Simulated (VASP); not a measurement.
# AlGa3N4 (Pm) in VASP: a series of runs

AlGa3N4 is run at these levels: PBEsol; tasks: single point.

Everything below comes from runs of VASP 6.6.1. Logs are shortened: lines on timing, memory, paths and dates and some standing lists are left out, and cuts for length are marked.

**1. The cell of the first run**

Symmetry: Pm, No. 6, monoclinic system. The conventional cell has a = 5.478 Å, b = 3.165 Å, c = 10.785 Å, α = 90.00°, β = 90.03°, γ = 90.00°. Al (site symmetry m) has 4 N at 1.89 to 1.90 Å within 2.5 Å. Within 2.5 Å of Al (site symmetry m) lie 4 N at 1.89 to 1.90 Å. Within 2.6 Å of Ga (site symmetry m) lie 4 N at 1.94 to 2.45 Å. Ga (site symmetry m) has 4 N at 1.94 to 1.95 Å within 2.6 Å. Within 2.6 Å of Ga (site symmetry m) lie 4 N at 1.94 to 2.46 Å. Ga (site symmetry m) has 4 N at 1.94 to 1.96 Å within 2.6 Å. Within 2.6 Å of Ga (site symmetry m) lie 4 N at 1.95 to 1.96 Å. Within 2.6 Å of Ga (site symmetry m) lie 4 N at 1.95 to 1.96 Å.

**2. Single point, PBEsol (the distance across one plane changed)**

INCAR

```
  PREC = Accurate
  ENCUT = 520
  EDIFF = 1E-6
  ISMEAR = 0
  SIGMA = 0.05
  LREAL = Auto
  LASPH = T
  NELM = 100
  ALGO = Normal
  ISIF = 2
  LWAVE = F
  LCHARG = F
  GGA = PS
  NBANDS = 76
```

KPOINTS

```
Automatic mesh
0
Gamma
  8 5 3
```

POSCAR

```
AlGa3N4
1.0
    0.0000000000     -3.1649847989      0.0000000000
    0.0035856878      0.0000000000     -5.4784941327
   10.7847022842      0.0000000000      0.0005702603
Al Ga N
2 6 8
Direct
    0.5000000000      0.3326888091      0.8064456284
    0.5000000000      0.3326613551      0.3296266156
    0.5000000000      0.6650856311      0.0905082128
    0.5000000000      0.6651130851      0.5673272256
    0.0000000000      0.1684482087      0.0904656243
    0.0000000000      0.1684756626      0.5672846372
    0.0000000000      0.8338384299      0.3292729869
    0.0000000000      0.8338658838      0.8060919998
    0.5000000000      0.6599522863      0.8632182419
    0.5000000000      0.6599248323      0.3863992291
    0.0000000000      0.1736735873      0.8622537447
    0.0000000000      0.1736461333      0.3854347319
    0.0000000000      0.8337922549      0.1483592029
    0.0000000000      0.8338197089      0.6251782158
    0.5000000000      0.3327123329      0.1535034637
    0.5000000000      0.3327397869      0.6303224766
```

Potentials or basis: VASP PAW PBE potentials, release 64 (Al, Ga_d, N).

Run with:

```
$ cat potpaw_PBE.64/Al/POTCAR potpaw_PBE.64/Ga_d/POTCAR potpaw_PBE.64/N/POTCAR > POTCAR
$ mpirun -np 1 vasp_std > vasp.out
```

OUTCAR:

```text
PREC = Accurate
   ENCUT = 520
   EDIFF = 1E-6
   ISMEAR = 0
   LREAL = Auto
   LASPH = T
   NELM = 100
   ISIF = 2
   GGA = PS

 ion  position               nearest neighbor table
   1  0.500  0.333  0.806-   9 1.89  16 1.90  11 1.90  11 1.90
   2  0.500  0.333  0.330-  10 1.89  15 1.90  12 1.90  12 1.90
   3  0.500  0.665  0.091-  13 1.94  13 1.94  15 1.94
   4  0.500  0.665  0.567-  14 1.94  14 1.94  16 1.94  10 1.95
   5  0.000  0.168  0.090-  13 1.94  15 1.94  15 1.94
   6  0.000  0.168  0.567-  14 1.94  16 1.94  16 1.94  12 1.96
   7  0.000  0.834  0.329-  10 1.95  10 1.95  13 1.95  12 1.96
   8  0.000  0.834  0.806-   9 1.95   9 1.95  14 1.95  11 1.96
   9  0.500  0.660  0.863-   1 1.89   8 1.95   8 1.95
  10  0.500  0.660  0.386-   2 1.89   7 1.95   7 1.95   4 1.95
  11  0.000  0.174  0.862-   1 1.90   1 1.90   8 1.96
  12  0.000  0.174  0.385-   2 1.90   2 1.90   7 1.96   6 1.96
  13  0.000  0.834  0.148-   3 1.94   3 1.94   5 1.94   7 1.95
  14  0.000  0.834  0.625-   4 1.94   4 1.94   6 1.94   8 1.95
  15  0.500  0.333  0.154-   2 1.90   3 1.94   5 1.94   5 1.94
  16  0.500  0.333  0.630-   1 1.90   4 1.94   6 1.94   6 1.94

  LATTYP: Found a simple monoclinic cell.
 ALAT       =     5.4784953061
 B/A-ratio  =     0.5777105979
 C/A-ratio  =     1.9685518918
 COS(beta)  =    -0.0006016255

  Lattice vectors:

 A1 = (   0.0035856878,   0.0000000000,  -5.4784941327)
 A2 = (   0.0000000000,  -3.1649847989,   0.0000000000)
 A3 = ( -10.7847022842,   0.0000000000,  -0.0005702603)

Analysis of symmetry for initial positions (statically):
=====================================================================
 Subroutine PRICEL returns:
 Original cell was already a primitive cell.

 Routine SETGRP: Setting up the symmetry group for a
 simple monoclinic supercell.

 Subroutine GETGRP returns: Found  2 space group operations
 (whereof  2 operations were pure point group operations)
 out of a pool of  4 trial point group operations.

The static configuration has the point symmetry C_1h.

Analysis of symmetry for dynamics (positions and initial velocities):
=====================================================================
 Subroutine PRICEL returns:
 Original cell was already a primitive cell.

 Routine SETGRP: Setting up the symmetry group for a
 simple monoclinic supercell.

 Subroutine GETGRP returns: Found  2 space group operations
 (whereof  2 operations were pure point group operations)
 out of a pool of  4 trial point group operations.

The dynamic configuration has the point symmetry C_1h.

 Subroutine INISYM returns: Found  2 space group operations
 (whereof  2 operations are pure point group operations),
 and found     1 'primitive' translations

----------------------------------------------------------------------------------------

                                     Primitive cell

  volume of cell :     186.9997

  direct lattice vectors                    reciprocal lattice vectors
     0.000000000 -3.164984799  0.000000000     0.000000000 -0.315957284  0.000000000
     0.003585688  0.000000000 -5.478494133     0.000009652  0.000000000 -0.182531904
    10.784702284  0.000000000  0.000570260     0.092723929  0.000000000  0.000060688

  length of vectors
     3.164984799  5.478495306 10.784702299     0.315957284  0.182531904  0.092723949

  position of ions in fractional coordinates (direct lattice)
     0.500000000  0.332688809  0.806445628
     0.500000000  0.332661355  0.329626616
     0.500000000  0.665085631  0.090508213
     0.500000000  0.665113085  0.567327226
     0.000000000  0.168448209  0.090465624
     0.000000000  0.168475663  0.567284637
[... 8 lines left out ...]
     0.500000000  0.332712333  0.153503464
     0.500000000  0.332739787  0.630322477

  ion indices of the primitive-cell ions
   primitive index   ion index
                 1           1
                 2           2
                 3           3
                 4           4
                 5           5
                 6           6
[... 8 lines left out ...]
                15          15
                16          16

----------------------------------------------------------------------------------------

 KPOINTS: Automatic mesh

Automatic generation of k-mesh.
 Grid dimensions read from file:
 generate k-points for:    8    5    3

 Generating k-lattice:

  Cartesian coordinates                     Fractional coordinates (reciprocal lattice)
     0.000000000 -0.039494660  0.000000000     0.125000000  0.000000000  0.000000000
     0.000001930  0.000000000 -0.036506381     0.000000000  0.200000000  0.000000000
     0.030907976  0.000000000  0.000020229     0.000000000  0.000000000  0.333333333

  Length of vectors
     0.039494660  0.036506381  0.030907983

  Shift w.r.t. Gamma in fractional coordinates (k-lattice)
     0.000000000  0.000000000  0.000000000

 Subroutine IBZKPT returns following result:
 ===========================================

 Found     40 irreducible k-points:

 Following reciprocal coordinates:
            Coordinates               Weight
  0.000000  0.000000  0.000000      1.000000
  0.125000  0.000000  0.000000      2.000000
  0.250000  0.000000  0.000000      2.000000
  0.375000  0.000000  0.000000      2.000000
  0.500000  0.000000  0.000000      1.000000
  0.000000  0.200000 -0.000000      2.000000
[... 16 lines left out ...]
  0.250000  0.200000  0.333333      4.000000
  0.375000  0.200000  0.333333      4.000000
 [... further k-points ...]
   k-points           NKPTS =     40   k-points in BZ     NKDIM =     40   number of bands    NBANDS=     76
   number of dos      NEDOS =    301   number of ions     NIONS =     16
   total plane-waves  NPLWV =  80640
   dimension x,y,z NGX =    24 NGY =   42 NGZ =   80
   dimension x,y,z NGXF=    48 NGYF=   84 NGZF=  160
   ions per type =               2   6   8
   NGX,Y,Z   is equivalent  to a cutoff of  12.61, 12.74, 12.33 a.u.
   NGXF,Y,Z  is equivalent  to a cutoff of  25.21, 25.49, 24.66 a.u.
 SYSTEM =  unknown system
   PREC   = accura    normal or accurate (medium, high low for compatibility)
   ISTART =      0    job   : 0-new  1-cont  2-samecut
   ICHARG =      2    charge: 1-file 2-atom 10-const
   ISPIN  =      1    spin polarized calculation?
   LNONCOLLINEAR =      F non collinear calculations
   LSORBIT =      F    spin-orbit coupling
   LASPH  =      T    aspherical Exc in radial PAW
   ENCUT  =  520.0 eV  38.22 Ry    6.18 a.u.   5.88 10.19 20.05*2*pi/ulx,y,z
   NELM   =    100;   NELMIN=  2; NELMDL= -5     # of ELM steps
   EDIFF  = 0.1E-05   stopping-criterion for ELM
   LREAL  =      T    real-space projection
   EDIFFG = 0.1E-04   stopping-criterion for IOM
   NSW    =      0    number of steps for IOM
   IBRION =     -1    ionic relax: 0-MD 1-quasi-New 2-CG
   NFREE  =      0    steps in history (QN), initial steepest desc. (CG)
   ISIF   =      2    stress and relaxation
   ISYM   =      2    0-nonsym 1-usesym 2-fastsym
   POTIM  = 0.5000    time-step for ionic-motion
   TEBEG  =    0.0;   TEEND  =   0.0 temperature during run
   PSTRESS=    0.0 pullay stress
   NELECT =     124.0000    total number of electrons
   NUPDOWN=      -1.0000    fix difference up-down
   EMIN   =  10.00;   EMAX   =-10.00  energy-range for DOS
   EFERMI =   0.00;   METHOD = LEGACY
   ISMEAR =     0;   SIGMA  =   0.05  broadening in eV -4-tet -1-fermi 0-gaus
   EFERMI_NEDOS =   21; number of points for ismear=-14 and -15
   IALGO  =     38    algorithm
   IMIX   =      4    mixing-type and parameters
     AMIX     =   0.40;   BMIX     =  1.00
     AMIX_MAG =   1.60;   BMIX_MAG =  1.00
  volume/ion in A,a.u.               =      11.69        78.87
  Fermi-wavevector in a.u.,A,eV,Ry     =   1.427584  2.697743 27.728627  2.037997
  Thomas-Fermi vector in A             =   2.547738
   LORBIT       =      0    0 simple, 1 ext, 2 COOP (PROOUT), +10 PAW based schemes
   GGA     = PS    functional components
   LHFCALC =     F    Hartree Fock is set to
   AEXX    =    0.0000 exact exchange contribution
   IVDW    =     0    specifies the selected vdW correction
   LEPSILON=     F    determine dielectric tensor
   LRPA    =     F    only Hartree local field effects (RPA)
 non-spin polarized calculation
 Gauss-broadening in eV      SIGMA  =   0.05
  energy-cutoff  :      520.00
  volume of cell :      187.00
 maximum number of plane-waves:      5066
 NGX is ok and might be reduce to    24
   NGX = 11   NGY = 21   NGZ = 41

 number of electron     123.9999938 magnetization

 Free energy of the ion-electron system (eV)
  ---------------------------------------------------
  ext. energy  EPLUGINS =         0.00000000
  ---------------------------------------------------
  free energy    TOTEN  =      -108.40928575 eV

  energy without entropy =     -108.40928575  energy(sigma->0) =     -108.40928575

 E-fermi :   5.6623     XC(G=0): -11.4748

 val. band max:        5.4239818184   @ k =   0.0000   0.0000   0.0000
 cond. band min:       6.6378670159   @ k =   0.0000   0.0000   0.0000
 fundamental gap:      1.2138851975
 Fermi energy:         5.6623378838

 k-point     1 :       0.0000    0.0000    0.0000
  band No.  band energies     occupation
      1     -11.1806      2.00000
      2     -10.5775      2.00000
      3     -10.4343      2.00000
      4     -10.0598      2.00000
      5      -9.7785      2.00000
      6      -9.6246      2.00000
[... 66 lines left out ...]
     73      12.5798      0.00000
     74      13.0486      0.00000

 k-point     2 :       0.1250    0.0000    0.0000
  band No.  band energies     occupation
      1     -11.0817      2.00000
      2     -10.5250      2.00000
      3     -10.3797      2.00000
      4     -10.0045      2.00000
      5      -9.7528      2.00000
      6      -9.6108      2.00000
[... 1686 lines left out ...]
 k-point    24 :       0.3750    0.2000    0.3333
  band No.  band energies     occupation
      1     -10.6303      2.00000
      2     -10.4179      2.00000
      3     -10.0094      2.00000
      4      -9.7682      2.00000
      5      -9.6084      2.00000
      6      -9.5661      2.00000
[... 66 lines left out ...]
     73      12.2024      0.00000
     74      12.5999      0.00000

 [... further k-points ...]

 [bands above 74 left out]

------------------------ aborting loop because EDIFF is reached ----------------------------------------

  FORCE on cell =-STRESS in cart. coord.  units (eV):
  Direction    XX          YY          ZZ          XY          YZ          ZX
  --------------------------------------------------------------------------------------
  -------------------------------------------------------------------------------------
  Total      -11.5033185     -1.2082457     -1.2379490      0.0000000      0.0000000     -0.0170542
  in kB      -98.5581908    -10.3520140    -10.6065056      0.0000000      0.0000000     -0.1461168
  external PRESSURE =     -39.8389034 kB  Pullay stress =       0.0000000 kB

 VOLUME and BASIS-vectors are now :
 -----------------------------------------------------------------------------
  energy-cutoff  :      520.00
  volume of cell :      187.00
      direct lattice vectors                 reciprocal lattice vectors
     0.000000000 -3.164984799  0.000000000     0.000000000 -0.315957284  0.000000000
     0.003585688  0.000000000 -5.478494133     0.000009652  0.000000000 -0.182531904
    10.784702284  0.000000000  0.000570260     0.092723929  0.000000000  0.000060688

 POSITION                                       TOTAL-FORCE (eV/Angst)
 -----------------------------------------------------------------------------------
      8.69847     -1.58249     -1.82217         1.263259      0.000000      0.032805
      3.55612     -1.58249     -1.82230         0.513626      0.000000     -0.000090
      0.97849     -1.58249     -3.64362        -1.897843      0.000000      0.008672
      6.12084     -1.58249     -3.64349         0.527366      0.000000     -0.036670
      0.97625      0.00000     -0.92279        -1.794022      0.000000     -0.005312
      6.11860      0.00000     -0.92267         0.524684      0.000000      0.040674
[... 8 lines left out ...]
      1.65668     -1.58249     -1.82268        -0.657800      0.000000     -0.012245
      6.79903     -1.58249     -1.82255        -0.547746      0.000000     -0.010649
 -----------------------------------------------------------------------------------
    total drift:                               -0.005928     -0.000000      0.003355

  FREE ENERGIE OF THE ION-ELECTRON SYSTEM (eV)
  ---------------------------------------------------
  free  energy   TOTEN  =      -108.4092857531 eV

  energy  without entropy=     -108.4092857531  energy(sigma->0) =     -108.40928575
```

Run time: 5.9 min. Hardware: 1 thread of Intel Xeon 6975P-C (Granite Rapids), shared host; peak memory 0.47 GiB.

What came out:

| Item | Value |
| --- | --- |
| Free energy | -108.4093 eV |
| Pressure | -4.0 GPa |
| Largest force | 1.898 eV/Å |
| Band gap on the k mesh | 1.21 eV |

Forces in eV/Å, atoms in the order of the input:
```
Al   1.263  0.000  0.033
Al   0.514  0.000  0.000
Ga  -1.898  0.000  0.009
Ga   0.527  0.000 -0.037
Ga  -1.794  0.000 -0.005
Ga   0.525  0.000  0.041
Ga   0.520  0.000  0.004
Ga   1.245  0.000 -0.025
N    1.350  0.000 -0.054
N   -0.496  0.000 -0.006
N    1.199  0.000  0.047
N   -0.497  0.000  0.001
N   -0.685  0.000  0.009
N   -0.567  0.000  0.006
N   -0.658  0.000 -0.012
N   -0.548  0.000 -0.011
```

Caveat: the cell differs from its parent crystal (the distance across one plane changed); the stress differs along the axes, from -10 to -1 GPa; the PAW data sets were made with another functional, which shifts forces and pressure a little.

**3. Single point, PBEsol (the distance across one plane changed)**

INCAR

```
ALGO = Normal ; EDIFF = 1E-6
ENCUT = 520 ; GGA = PS
ISIF = 2 ; ISMEAR = 0
LASPH = T ; LCHARG = T
LELF = T ; LREAL = Auto
LVHAR = T ; LWAVE = F
NBANDS = 76 ; NELM = 80
PREC = Accurate ; SIGMA = 0.05
```

KPOINTS

```
k-points
0
Gamma
  8 5 3
```

POSCAR

```
AlGa3N4
1.0
    0.0000000000     -3.1649847989      0.0000000000
    0.0035856878      0.0000000000     -5.4784941327
   11.0347022307      0.0000000000      0.0007338858
Al Ga N
2 6 8
Direct
    0.5000000000      0.3327104476      0.7881749549
    0.5000000000      0.3326701997      0.3221586598
    0.5000000000      0.6650880596      0.0884576765
    0.5000000000      0.6651283076      0.5544739716
    0.0000000000      0.1684506360      0.0884160529
    0.0000000000      0.1684908840      0.5544323481
    0.0000000000      0.8338472649      0.3218130429
    0.0000000000      0.8338875129      0.7878293380
    0.5000000000      0.6599754481      0.8436613393
    0.5000000000      0.6599352002      0.3776450441
    0.0000000000      0.1736967232      0.8427186935
    0.0000000000      0.1736564753      0.3767023984
    0.0000000000      0.8337962357      0.1449980060
    0.0000000000      0.8338364837      0.6110143011
    0.5000000000      0.3327164517      0.1500257194
    0.5000000000      0.3327566997      0.6160420146
```

Potentials or basis: VASP PAW PBE potentials, release 64 (Al, Ga_d, N).

Run with:

```
$ cat potpaw_PBE.64/Al/POTCAR potpaw_PBE.64/Ga_d/POTCAR potpaw_PBE.64/N/POTCAR > POTCAR
$ mpirun -np 1 vasp_std > vasp.out
```

Run time: 6.6 min. Hardware: 1 thread of Intel Xeon 6975P-C (Granite Rapids), shared host; peak memory 0.49 GiB.

Results (log left out):

```
Free energy            : -107.2753 eV
Pressure               : -4.0 GPa
Largest force          : 1.706 eV/Å
Band gap on the k mesh : 0.51 eV
```

Forces on the atoms (eV/Å):
```
Al   1.706  0.000  0.046
Al   0.705  0.000  0.001
Ga  -1.702  0.000 -0.002
Ga   0.734  0.000 -0.050
Ga  -1.597  0.000  0.002
Ga   0.731  0.000  0.051
Ga   0.730  0.000  0.005
Ga   1.678  0.000 -0.034
N    0.915  0.000 -0.072
N   -0.687  0.000 -0.003
N    0.742  0.000  0.064
N   -0.691  0.000 -0.001
N   -0.867  0.000  0.013
N   -0.799  0.000  0.010
N   -0.832  0.000 -0.016
N   -0.765  0.000 -0.014
```

Stress tensor (GPa, compression positive):
```
-9.94  0.00 -0.01
 0.00 -1.06  0.00
-0.01  0.00 -1.09
```

Levels at points of the mesh, in eV from the valence-band top:
| k point | band 60 | band 61 | band 62 | band 63 | band 64 | band 65 |
| --- | --- | --- | --- | --- | --- | --- |
| (0.00, 0.00, 0.00) | -0.89 | -0.07 | 0.00 | 0.51 | 2.17 | 3.05 |
| (0.50, 0.00, 0.00) | -2.07 | -1.17 | -1.14 | 2.53 | 2.76 | 4.59 |

Caveat: the cell differs from its parent crystal (the distance across one plane changed); the stress differs along the axes, from -10 to -1 GPa; semilocal functionals underestimate gaps, and a narrow one can read as zero; the PAW data sets were made with another functional, which shifts forces and pressure a little.
